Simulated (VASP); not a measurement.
KI2: relaxation of cell and atoms with PBE

KI2:

```
K I
1.0
     6.68988    0.00000    0.00000
     0.00000    6.68988    0.00000
     0.00000    0.00000    6.68988
K I
2 4
Direct
  0.00000 0.00000 0.00000
  0.50000 0.50000 0.50000
  0.25000 0.25000 0.25000
  0.75000 0.75000 0.25000
  0.75000 0.25000 0.75000
  0.25000 0.75000 0.75000
```

```
Program                : VASP 6.6.1
Task                   : relaxation of cell and atoms
Functional             : PBE
Potentials or basis    : VASP PAW PBE potentials, release 64 (K_sv, I)
Cutoff                 : 600 eV
k mesh                 : 4 × 4 × 4
Occupations            : gaussian, width 0.1 eV
Spin                   : no spin polarisation
Dipole correction      : no
Further INCAR settings : ALGO = Normal; EDIFF = 1e-07; IBRION = 2; EDIFFG = -0.04; NSW = 90; ISIF = 3
```

The relaxed volume is 84.11 Å³/atom. The relaxed cell is a = 7.962 Å, b = 7.962 Å, c = 7.962 Å, α = 90.00°, β = 90.00°, γ = 90.00° and the space group after relaxing (to 0.05 Å) is Pn-3m (No. 224). The energy gained by relaxing is 378.1 meV/atom. The ionic steps are 5, the pressure after relaxing is -0.1 GPa and the band gap on the k mesh is zero (band 23 reaches -3.06 eV, above the bottom of band 24 at -3.10 eV).

Step by step:
```
step  energy change (eV)  largest force (eV/Å)  pressure (GPa)  volume (Å³)
   1              0.0000                0.0000            6.07       299.40
   2             -1.8719                0.0000            1.53       388.97
   3             -2.1822                0.0000            0.57       438.60
   4             -2.2151                0.0000           -0.29       550.16
   5             -2.2687                0.0000           -0.07       504.66
```

Final structure:
```
K I
1.0
     7.96157    0.00000    0.00000
     0.00000    7.96157    0.00000
     0.00000    0.00000    7.96157
K I
2 4
Direct
  0.00000 0.00000 0.00000
  0.50000 0.50000 0.50000
  0.25000 0.25000 0.25000
  0.75000 0.75000 0.25000
  0.75000 0.25000 0.75000
  0.25000 0.75000 0.75000
```

Levels at points of the mesh, in eV from the Fermi level:
| k point | band 20 | band 21 | band 22 | band 23 | band 24 | band 25 | band 26 | band 27 |
| --- | --- | --- | --- | --- | --- | --- | --- | --- |
| (0.00, 0.00, 0.00) | -0.11 | -0.11 | -0.02 | -0.02 | -0.02 | 4.39 | 5.89 | 5.89 |
| (0.50, 0.00, 0.00) | -0.22 | -0.09 | -0.09 | -0.04 | -0.04 | 5.37 | 5.37 | 6.30 |
| (0.50, 0.50, 0.00) | -0.20 | -0.09 | -0.09 | -0.03 | -0.03 | 5.89 | 5.89 | 6.21 |
| (0.50, 0.50, 0.50) | -0.04 | -0.04 | -0.01 | -0.01 | -0.01 | 5.62 | 6.16 | 6.16 |

Wall time 11 min on 1 thread of Intel Xeon 6975P-C, with other jobs on the host, peak memory 0.47 GiB.

Caveat: the volume moved by over 15 % at a fixed basis, so the end points are rough; spin-orbit coupling is left out, which moves the levels of the heavy elements.
